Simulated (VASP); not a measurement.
A run of VASP 6.6.1 is set up as follows.

Contents of INCAR:

```
ALGO = Normal
EDIFF = 1E-6
ENCUT = 520
GGA = PE
ISIF = 2
ISMEAR = -1
LASPH = T
LCHARG = T
LELF = T
LREAL = F
LVHAR = T
LWAVE = F
NBANDS = 13
NELM = 60
PREC = Accurate
SIGMA = 0.08
```

KPOINTS

```
k-points
0
Gamma
  17 17 17
```

File POSCAR:

```
Mo
1.0
   -1.2950639207      1.2950639207      1.2950639207
    1.2950639207     -1.2950639207      1.2950639207
    1.2950639207      1.2950639207     -1.2950639207
Mo
1
Direct
    0.0000000000      0.0000000000      0.0000000000
```

Potentials or basis: VASP PAW PBE potentials, release 64 (Mo_sv).

Launch:

```bash
$ cat potpaw_PBE.64/Mo_sv/POTCAR > POTCAR
$ mpirun -np 1 vasp_std > vasp.out
```

(1) Estimate the band gap on the k mesh.

(2) Estimate the pressure.

Results:

(1) zero (bands 7 and 8 overlap by 11.18 eV).

(2) 509.7 GPa.

Caveat: the cell stands under pressure.
